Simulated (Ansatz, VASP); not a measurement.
Two plane-wave programs on ScAl3

```
Sc Al
1.0
     4.10139    0.00000    0.00000
     0.00000    4.10139    0.00000
     0.00000    0.00000    4.10139
Sc Al
1 3
Direct
  0.00000 0.00000 0.00000
  0.50000 0.00000 0.50000
  0.00000 0.50000 0.50000
  0.50000 0.50000 0.00000
```

Alike in both runs: task single point; functional PBE; k mesh 6 × 6 × 6; occupations gaussian, width 0.05 eV; no spin polarisation.

|  | VASP | Ansatz |
| --- | --- | --- |
| version | VASP 6.6.1 | Ansatz 0.2.0 |
| potentials or method | VASP PAW PBE potentials, release 64 (Sc_sv, Al), cutoff 520 eV | plane waves, PAW |
| valence electrons in the cell | 20 | 20 |

Ansatz gave:

- pressure (GPa): 0.1

Estimate VASP's values.

pressure (GPa): 0.2.

The functional is the same, so the differences come from potentials, cutoffs and numerics.
